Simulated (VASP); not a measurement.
Co, 4 atoms in the cell. Symmetry: P6_3/mmc, No. 194, hexagonal system. Conventional cell: a = 2.460 Å, b = 2.460 Å, c = 7.952 Å, α = 90.00°, β = 90.00°, γ = 120.00°. Co (site symmetry -6m2) has 12 Co at 2.44 to 2.46 Å within 3.2 Å. Within 3.2 Å of Co (site symmetry -3m) lie 12 Co at 2.44 to 2.46 Å. 

* Program: VASP 6.6.1
* Task: single point
* Functional: PBEsol
* Potentials or basis: VASP PAW PBE potentials, release 64 (Co_sv)
* Cutoff: 600 eV
* k mesh: 12 × 12 × 4
* Occupations: fermi-dirac, width 0.05 eV
* Spin: collinear spin, ferromagnetic start
* Starting moments: [2.0, 2.0, 2.0, 2.0] μB
* Dipole correction: no
* Further INCAR settings: ALGO = Normal; EDIFF = 1e-06; NBANDS = 46

Potentials or basis: VASP PAW PBE potentials, release 64 (Co_sv).

The run is started by

```console
$ cat potpaw_PBE.64/Co_sv/POTCAR > POTCAR
$ mpirun -np 1 vasp_std > vasp.out
```

Hardware: 1 thread of Intel(R) Xeon(R) 6975P-C (Granite Rapids), on a shared host.

Q: How long does it take, and how much memory?

A: Run time: 2.2 min on 1 thread of Intel(R) Xeon(R) 6975P-C (Granite Rapids), on a shared host, peak memory 0.29 GiB. Counts: scf iterations 16, k points 57.
